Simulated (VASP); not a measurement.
# CuF in VASP: a series of runs

The runs below take CuF through single point, with PBE.

All numbers are computed with VASP 6.6.1; they aren't measurements. Logs are shortened: lines on timing, memory, paths and dates and some standing lists are left out, and cuts for length are marked.

## (1) The cell of the first run

Symmetry: I4/mmm, No. 139, tetragonal system. The conventional cell has a = 4.198 Å, b = 4.198 Å, c = 3.726 Å, α = 90.00°, β = 90.00°, γ = 90.00°. Cu (site symmetry 4/mmm) has 2 F at 1.86 Å within 2.5 Å. Within 2.5 Å of F (site symmetry 4/mmm) lie 2 Cu at 1.86 Å.

## (2) Single point, PBE

File INCAR:

```
SYSTEM = CuF
ALGO = Normal ; EDIFF = 1E-6
ENCUT = 820 ; GGA = PE
GGA_COMPAT = .False. ; ISIF = 2
ISMEAR = 0 ; LASPH = .True.
LCHARG = .True. ; LELF = .True.
LREAL = .False. ; LVHAR = .True.
LWAVE = .False. ; NBANDS = 20
NELM = 120 ; PREC = Accurate
SIGMA = 0.02
```

File KPOINTS:

```
k-points
0
Gamma
  10 10 10
  0 0 0
```

File POSCAR:

```
CuF
1.0
   -2.0992167520      2.0992167520      1.8630324203
    2.0992167520     -2.0992167520      1.8630324203
    2.0992167520      2.0992167520     -1.8630324203
Cu F
1 1
Direct
    0.0000000000      0.0000000000      0.0000000000
    0.5000000000      0.5000000000      0.0000000000
```

Potentials or basis: VASP PAW PBE potentials, release 64 (Cu_sv_GW, F).

Started as:

```sh
$ cat potpaw_PBE.64/Cu_sv_GW/POTCAR potpaw_PBE.64/F/POTCAR > POTCAR
$ mpirun -np 1 vasp_std > vasp.out
```

OUTCAR:

```text
SYSTEM = CuF
   EDIFF = 1E-6
   ENCUT = 820
   GGA = PE
   ISIF = 2
   ISMEAR = 0
   LASPH = .True.
   LREAL = .False.
   NELM = 120
   PREC = Accurate

 ion  position               nearest neighbor table
   1  0.000  0.000  0.000-   2 1.86   2 1.86
   2  0.500  0.500  0.000-   1 1.86   1 1.86

  LATTYP: Found a body centered tetragonal cell.
 ALAT       =     4.1984335040
 C/A-ratio  =     0.8874893069

  Lattice vectors:

 A1 = (  -2.0992167520,   2.0992167520,   1.8630324203)
 A2 = (   2.0992167520,  -2.0992167520,   1.8630324203)
 A3 = (   2.0992167520,   2.0992167520,  -1.8630324203)

Analysis of symmetry for initial positions (statically):
=====================================================================
 Subroutine PRICEL returns:
 Original cell was already a primitive cell.

 Routine SETGRP: Setting up the symmetry group for a
 body centered tetragonal supercell.

 Subroutine GETGRP returns: Found 16 space group operations
 (whereof 16 operations were pure point group operations)
 out of a pool of 16 trial point group operations.

The static configuration has the point symmetry D_4h.

Analysis of symmetry for dynamics (positions and initial velocities):
=====================================================================
 Subroutine PRICEL returns:
 Original cell was already a primitive cell.

 Routine SETGRP: Setting up the symmetry group for a
 body centered tetragonal supercell.

 Subroutine GETGRP returns: Found 16 space group operations
 (whereof 16 operations were pure point group operations)
 out of a pool of 16 trial point group operations.

The dynamic configuration has the point symmetry D_4h.

 Subroutine INISYM returns: Found 16 space group operations
 (whereof 16 operations are pure point group operations),
 and found     1 'primitive' translations

----------------------------------------------------------------------------------------

                                     Primitive cell

  volume of cell :      32.8394

  direct lattice vectors                    reciprocal lattice vectors
    -2.099216752  2.099216752  1.863032420     0.000000000  0.238184075  0.268379656
     2.099216752 -2.099216752  1.863032420     0.238184075  0.000000000  0.268379656
     2.099216752  2.099216752 -1.863032420     0.238184075  0.238184075  0.000000000

  length of vectors
     3.504898250  3.504898250  3.504898250     0.358830452  0.358830452  0.336843149

  position of ions in fractional coordinates (direct lattice)
     0.000000000  0.000000000  0.000000000
     0.500000000  0.500000000  0.000000000

  ion indices of the primitive-cell ions
   primitive index   ion index
                 1           1
                 2           2

----------------------------------------------------------------------------------------

 KPOINTS: k-points

Automatic generation of k-mesh.
 Grid dimensions read from file:
 generate k-points for:   10   10   10

 Generating k-lattice:

  Cartesian coordinates                     Fractional coordinates (reciprocal lattice)
     0.000000000  0.023818407  0.026837966     0.100000000  0.000000000  0.000000000
     0.023818407  0.000000000  0.026837966     0.000000000  0.100000000  0.000000000
     0.023818407  0.023818407  0.000000000     0.000000000  0.000000000  0.100000000

  Length of vectors
     0.035883045  0.035883045  0.033684315

  Shift w.r.t. Gamma in fractional coordinates (k-lattice)
     0.000000000  0.000000000  0.000000000

 Subroutine IBZKPT returns following result:
 ===========================================

 Found    102 irreducible k-points:

 Following reciprocal coordinates:
            Coordinates               Weight
  0.000000  0.000000  0.000000      1.000000
  0.100000 -0.000000  0.000000      8.000000
  0.200000 -0.000000  0.000000      8.000000
  0.300000 -0.000000  0.000000      8.000000
  0.400000  0.000000  0.000000      8.000000
  0.500000  0.000000 -0.000000      4.000000
[... 16 lines left out ...]
  0.300000  0.300000  0.000000      8.000000
  0.400000  0.300000  0.000000     16.000000
 [... further k-points ...]
   k-points           NKPTS =    102   k-points in BZ     NKDIM =    102   number of bands    NBANDS=     20
   number of dos      NEDOS =    301   number of ions     NIONS =      2
   total plane-waves  NPLWV =  46656
   dimension x,y,z NGX =    36 NGY =   36 NGZ =   36
   dimension x,y,z NGXF=    72 NGYF=   72 NGZF=   72
   ions per type =               1   1
   NGX,Y,Z   is equivalent  to a cutoff of  17.08, 17.08, 17.08 a.u.
   NGXF,Y,Z  is equivalent  to a cutoff of  34.15, 34.15, 34.15 a.u.
 SYSTEM =  CuF
   PREC   = accura    normal or accurate (medium, high low for compatibility)
   ISTART =      0    job   : 0-new  1-cont  2-samecut
   ICHARG =      2    charge: 1-file 2-atom 10-const
   ISPIN  =      1    spin polarized calculation?
   LNONCOLLINEAR =      F non collinear calculations
   LSORBIT =      F    spin-orbit coupling
   LASPH  =      T    aspherical Exc in radial PAW
   ENCUT  =  820.0 eV  60.27 Ry    7.76 a.u.   8.18  8.18  8.18*2*pi/ulx,y,z
   NELM   =    120;   NELMIN=  2; NELMDL= -5     # of ELM steps
   EDIFF  = 0.1E-05   stopping-criterion for ELM
   LREAL  =      F    real-space projection
[... 7 lines left out ...]
   TEBEG  =    0.0;   TEEND  =   0.0 temperature during run
   PSTRESS=    0.0 pullay stress
   NELECT =      26.0000    total number of electrons
   NUPDOWN=      -1.0000    fix difference up-down
   EMIN   =  10.00;   EMAX   =-10.00  energy-range for DOS
   EFERMI =   0.00;   METHOD = LEGACY
   ISMEAR =     0;   SIGMA  =   0.02  broadening in eV -4-tet -1-fermi 0-gaus
   EFERMI_NEDOS =   21; number of points for ismear=-14 and -15
   IALGO  =     38    algorithm
   IMIX   =      4    mixing-type and parameters
     AMIX     =   0.40;   BMIX     =  1.00
     AMIX_MAG =   1.60;   BMIX_MAG =  1.00
  volume/ion in A,a.u.               =      16.42       110.81
  Fermi-wavevector in a.u.,A,eV,Ry     =   1.514494  2.861979 31.207585  2.293693
  Thomas-Fermi vector in A             =   2.624144
   LORBIT       =      0    0 simple, 1 ext, 2 COOP (PROOUT), +10 PAW based schemes
   GGA     = PE    functional components
   LHFCALC =     F    Hartree Fock is set to
   AEXX    =    0.0000 exact exchange contribution
   IVDW    =     0    specifies the selected vdW correction
   LEPSILON=     F    determine dielectric tensor
   LRPA    =     F    only Hartree local field effects (RPA)
 non-spin polarized calculation
 Gauss-broadening in eV      SIGMA  =   0.02
  energy-cutoff  :      820.00
  volume of cell :       32.84
 maximum number of plane-waves:      1770
 NGX is ok and might be reduce to    36
   NGX = 17   NGY = 17   NGZ = 17

 number of electron      25.9999998 magnetization

 Free energy of the ion-electron system (eV)
  ---------------------------------------------------
  ext. energy  EPLUGINS =         0.00000000
  ---------------------------------------------------
  free energy    TOTEN  =        -7.34834335 eV

  energy without entropy =       -7.34834335  energy(sigma->0) =       -7.34834335

 E-fermi :   1.3264     XC(G=0):  -9.2548

 val. band max:        1.0940347328   @ k =   0.5000   0.0000  -0.0000
 cond. band min:       1.7619680375   @ k =   0.0000   0.0000   0.0000
 fundamental gap:      0.6679333048
 Fermi energy:         1.3264079424

 k-point     1 :       0.0000    0.0000    0.0000
  band No.  band energies     occupation
      1    -109.4959      2.00000
      2     -67.0462      2.00000
      3     -66.8561      2.00000
      4     -66.8561      2.00000
      5     -22.6832      2.00000
      6      -4.7190      2.00000
[... 12 lines left out ...]
     19      17.8983      0.00000
     20      17.8983      0.00000

 k-point     2 :       0.1000   -0.0000    0.0000
  band No.  band energies     occupation
      1    -109.4960      2.00000
      2     -67.0464      2.00000
      3     -66.8563      2.00000
      4     -66.8563      2.00000
      5     -22.6615      2.00000
      6      -4.9250      2.00000
[... 12 lines left out ...]
     19      18.1125      0.00000
     20      18.4958      0.00000

 k-point     3 :       0.2000   -0.0000    0.0000
  band No.  band energies     occupation
      1    -109.4961      2.00000
      2     -67.0468      2.00000
      3     -66.8565      2.00000
      4     -66.8565      2.00000
      5     -22.6039      2.00000
      6      -5.4119      2.00000
[... 12 lines left out ...]
     19      17.6702      0.00000
     20      19.3686      0.00000

 k-point     4 :       0.3000   -0.0000    0.0000
  band No.  band energies     occupation
      1    -109.4962      2.00000
      2     -67.0472      2.00000
      3     -66.8568      2.00000
      4     -66.8568      2.00000
      5     -22.5316      2.00000
      6      -5.9355      2.00000
[... 12 lines left out ...]
     19      16.8348      0.00000
     20      19.5375      0.00000

 k-point     5 :       0.4000    0.0000    0.0000
  band No.  band energies     occupation
      1    -109.4961      2.00000
      2     -67.0475      2.00000
      3     -66.8570      2.00000
      4     -66.8569      2.00000
      5     -22.4721      2.00000
      6      -6.3140      2.00000
[... 12 lines left out ...]
     19      16.6421      0.00000
     20      19.3937      0.00000

 k-point     6 :       0.5000    0.0000   -0.0000
  band No.  band energies     occupation
      1    -109.4961      2.00000
      2     -67.0477      2.00000
      3     -66.8569      2.00000
      4     -66.8568      2.00000
      5     -22.4491      2.00000
      6      -6.4503      2.00000
[... 12 lines left out ...]
     19      16.6437      0.00000
     20      19.2849      0.00000

 k-point     7 :       0.1000    0.1000    0.0000
  band No.  band energies     occupation
      1    -109.4961      2.00000
      2     -67.0468      2.00000
      3     -66.8565      2.00000
      4     -66.8564      2.00000
      5     -22.6103      2.00000
      6      -5.3959      2.00000
[... 12 lines left out ...]
     19      17.9242      0.00000
     20      19.0202      0.00000
[... 277 lines left out ...]
 k-point    20 :      -0.4000    0.2000    0.0000
  band No.  band energies     occupation
      1    -109.4961      2.00000
      2     -67.0470      2.00000
      3     -66.8571      2.00000
      4     -66.8564      2.00000
      5     -22.5669      2.00000
      6      -5.4820      2.00000
[... 12 lines left out ...]
     19      18.9302      0.00000
     20      20.4260      0.00000

 k-point    21 :      -0.3000    0.2000   -0.0000
  band No.  band energies     occupation
      1    -109.4961      2.00000
      2     -67.0467      2.00000
      3     -66.8569      2.00000
      4     -66.8563      2.00000
      5     -22.6248      2.00000
      6      -5.0059      2.00000
[... 12 lines left out ...]
     19      18.1563      0.00000
     20      19.4894      0.00000

 k-point    22 :      -0.2000    0.2000    0.0000
  band No.  band energies     occupation
      1    -109.4961      2.00000
      2     -67.0465      2.00000
      3     -66.8568      2.00000
      4     -66.8562      2.00000
      5     -22.6553      2.00000
      6      -4.7805      2.00000
[... 12 lines left out ...]
     19      17.0512      0.00000
     20      19.8937      0.00000

 k-point    23 :       0.3000    0.3000    0.0000
  band No.  band energies     occupation
      1    -109.4961      2.00000
      2     -67.0476      2.00000
      3     -66.8571      2.00000
      4     -66.8568      2.00000
      5     -22.4555      2.00000
      6      -6.3132      2.00000
[... 12 lines left out ...]
     19      17.9506      0.00000
     20      21.5962      0.00000

 k-point    24 :       0.4000    0.3000    0.0000
  band No.  band energies     occupation
      1    -109.4960      2.00000
      2     -67.0473      2.00000
      3     -66.8572      2.00000
      4     -66.8566      2.00000
      5     -22.4944      2.00000
      6      -5.9717      2.00000
[... 12 lines left out ...]
     19      17.8096      0.00000
     20      21.7217      0.00000

 [... further k-points ...]

------------------------ aborting loop because EDIFF is reached ----------------------------------------

  FORCE on cell =-STRESS in cart. coord.  units (eV):
  Direction    XX          YY          ZZ          XY          YZ          ZX
  --------------------------------------------------------------------------------------
  -------------------------------------------------------------------------------------
  Total       -0.0935403     -0.0935403     -0.0277419      0.0000000      0.0000000      0.0000000
  in kB       -4.5636731     -4.5636731     -1.3534823      0.0000000      0.0000000      0.0000000
  external PRESSURE =      -3.4936095 kB  Pullay stress =       0.0000000 kB

 VOLUME and BASIS-vectors are now :
 -----------------------------------------------------------------------------
  energy-cutoff  :      820.00
  volume of cell :       32.84
      direct lattice vectors                 reciprocal lattice vectors
    -2.099216752  2.099216752  1.863032420     0.000000000  0.238184075  0.268379656
     2.099216752 -2.099216752  1.863032420     0.238184075  0.000000000  0.268379656
     2.099216752  2.099216752 -1.863032420     0.238184075  0.238184075  0.000000000

 POSITION                                       TOTAL-FORCE (eV/Angst)
 -----------------------------------------------------------------------------------
      0.00000      0.00000      0.00000        -0.000000     -0.000000      0.000000
      0.00000      0.00000      1.86303         0.000000      0.000000      0.000000
 -----------------------------------------------------------------------------------
    total drift:                                0.000000     -0.000000     -0.000000

  FREE ENERGIE OF THE ION-ELECTRON SYSTEM (eV)
  ---------------------------------------------------
  free  energy   TOTEN  =        -7.3483433542 eV

  energy  without entropy=       -7.3483433542  energy(sigma->0) =       -7.34834335
```

Run time: 2.2 min. Hardware: 1 thread of Intel Xeon Platinum 8259CL at 2.50GHz (Skylake/Cascade Lake), shared host; peak memory 0.32 GiB.

Results:

- Free energy: -7.3483 eV
- Pressure: -0.3 GPa
- Band gap on the k mesh: 0.67 eV (least direct gap 1.25 eV)

Levels at points of the mesh, in eV from the valence-band top:
```
           k point  band 9  band 10  band 11  band 12  band 13  band 14  band 15  band 16  band 17  band 18
(0.00, 0.00, 0.00)   -1.77    -0.98    -0.98    -0.89    -0.59     0.67    12.74    12.74    14.76    16.78
(0.50, 0.00, 0.00)   -0.70    -0.60    -0.12    -0.11     0.00     4.41     5.72     8.45    13.87    14.57
(0.50, 0.50, 0.00)   -1.07    -0.92    -0.66    -0.64    -0.44     3.51     4.58    11.97    13.62    15.04
(0.50, 0.50, 0.50)   -1.07    -0.69    -0.69    -0.48    -0.45     5.69     7.78     7.78     8.18    10.85
```

Caveat: semilocal functionals underestimate gaps, and a narrow one can read as zero.

## (3) Single point, PBE

This run uses another cell than the first one, of 16.03 Å³/atom.

File INCAR:

```
ALGO = Normal
EDIFF = 1E-6
ENCUT = 820
GGA = PE
GGA_COMPAT = False
ISIF = 2
ISMEAR = 0
LASPH = True
LCHARG = True
LELF = True
LREAL = False
LVHAR = True
LWAVE = False
NBANDS = 20
NELM = 120
PREC = Accurate
SIGMA = 0.1
```

File KPOINTS:

```
k-points
0
Gamma
  6 6 6
```

File POSCAR:

```
CuF
1.0
    0.0000000000      2.9228089543      2.9374785382
    1.8670545203      0.0000000000      2.9374785382
    1.8670545203      2.9228089543      0.0000000000
Cu F
1 1
Direct
    0.0000000000      0.0000000000      0.0000000000
    0.5000000000      0.5000000000      0.5000000000
```

Potentials or basis: VASP PAW PBE potentials, release 64 (Cu_sv_GW, F).

Started as:

```sh
$ cat potpaw_PBE.64/Cu_sv_GW/POTCAR potpaw_PBE.64/F/POTCAR > POTCAR
$ mpirun -np 1 vasp_std > vasp.out
```

It took 64 s on 1 thread of Intel Xeon Platinum 8259CL at 2.50GHz (Skylake/Cascade Lake), shared host; peak memory 0.25 GiB.

The run converged. Its results:

```
Free energy            : -7.3479 eV
Pressure               : -0.2 GPa
Band gap on the k mesh : 0.61 eV (least direct gap 1.22 eV)
```

Stress tensor (GPa, compression positive):
```
-0.12  0.00  0.00
 0.00 -0.25  0.00
 0.00  0.00 -0.33
```

Levels at points of the mesh, in eV from the valence-band top:
| k point | band 11 | band 12 | band 13 | band 14 | band 15 | band 16 |
| --- | --- | --- | --- | --- | --- | --- |
| (0.00, 0.00, 0.00) | -1.01 | -0.92 | -0.61 | 0.61 | 12.88 | 12.96 |
| (0.50, 0.00, 0.00) | -0.16 | -0.15 | 0.00 | 4.35 | 5.71 | 8.54 |
| (0.50, 0.50, 0.00) | -0.67 | -0.65 | -0.46 | 3.52 | 4.60 | 12.02 |
| (0.50, 0.00, 0.50) | -0.67 | -0.66 | -0.46 | 3.55 | 4.64 | 11.97 |
| (0.00, 0.50, 0.50) | -0.70 | -0.50 | -0.48 | 5.68 | 7.91 | 7.92 |

Caveat: semilocal functionals underestimate gaps, and a narrow one can read as zero. A k mesh can miss the band edges.

## (4) Single point, PBE

File INCAR:

```
  ALGO = Normal
  EDIFF = 1E-6
  ENCUT = 820
  GGA = PE
  GGA_COMPAT = F
  ISIF = 2
  ISMEAR = 0
  LASPH = T
  LCHARG = F
  LREAL = F
  LWAVE = F
  NBANDS = 20
  NELM = 120
  PREC = Accurate
  SIGMA = 0.02
```

File KPOINTS:

```
k-points
0
Gamma
  10 10 10
```

File POSCAR:

```
CuF
1.0
   -2.0968950903      2.0968950903      1.8636608124
    2.0968950903     -2.0968950903      1.8636608124
    2.0968950903      2.0968950903     -1.8636608124
Cu F
1 1
Direct
    0.0000000000      0.0000000000      0.0000000000
    0.5000000000      0.5000000000      0.0000000000
```

Started as:

```sh
$ cat potpaw_PBE.64/Cu_sv_GW/POTCAR potpaw_PBE.64/F/POTCAR > POTCAR
$ mpirun -np 1 vasp_std > vasp.out
```

Wall time 61 s (1 thread of Intel Xeon 6975P-C (Granite Rapids), shared host); peak memory 0.31 GiB.

The run converged. Its results:

```
Free energy            : -7.3484 eV
Pressure               : -0.4 GPa
Band gap on the k mesh : 0.66 eV (least direct gap 1.25 eV)
```

Stress tensor (GPa, compression positive):
```
-0.45  0.00  0.00
 0.00 -0.45  0.00
 0.00  0.00 -0.19
```

Levels at points of the mesh, in eV from the valence-band top:
| k point | band 10 | band 11 | band 12 | band 13 | band 14 | band 15 | band 16 | band 17 |
| --- | --- | --- | --- | --- | --- | --- | --- | --- |
| (0.00, 0.00, 0.00) | -0.98 | -0.98 | -0.90 | -0.59 | 0.66 | 12.75 | 12.75 | 14.79 |
| (0.50, 0.00, 0.00) | -0.60 | -0.13 | -0.12 | 0.00 | 4.40 | 5.72 | 8.46 | 13.88 |
| (0.50, 0.50, 0.00) | -0.92 | -0.66 | -0.64 | -0.44 | 3.51 | 4.59 | 11.97 | 13.61 |
| (0.50, 0.50, 0.50) | -0.69 | -0.69 | -0.49 | -0.45 | 5.68 | 7.80 | 7.80 | 8.18 |

Caveat: semilocal functionals underestimate gaps, and a narrow one can read as zero. A k mesh can miss the band edges.

## (5) Summary

| cell | k mesh | smearing | gap on the mesh (eV) | pressure (GPa) |
| --- | --- | --- | --- | --- |
| a = 3.505 Å, angles 106.4, 106.4, 115.8°, 2 atoms, atomic positions A | 10 × 10 × 10 | gaussian 0.02 eV | 0.67 | -0.3 |
| a = 4.144, b = 3.481, c = 3.468 Å, angles 73.2, 53.5, 53.3°, 2 atoms, atomic positions B | 6 × 6 × 6 | gaussian 0.1 eV | 0.61 | -0.2 |
| a = 3.502 Å, angles 106.4, 106.4, 115.7°, 2 atoms, atomic positions A | 10 × 10 × 10 | gaussian 0.02 eV | 0.66 | -0.4 |

Alike in all rows: task single point; level PBE; potentials or basis VASP PAW PBE potentials, release 64 (Cu_sv_GW, F); no spin polarisation; cutoff (eV) 820.

Caveats: semilocal functionals underestimate gaps, and a narrow one can read as zero.

Total energies depend on the potentials used, so only differences within one code and one set of settings carry meaning.
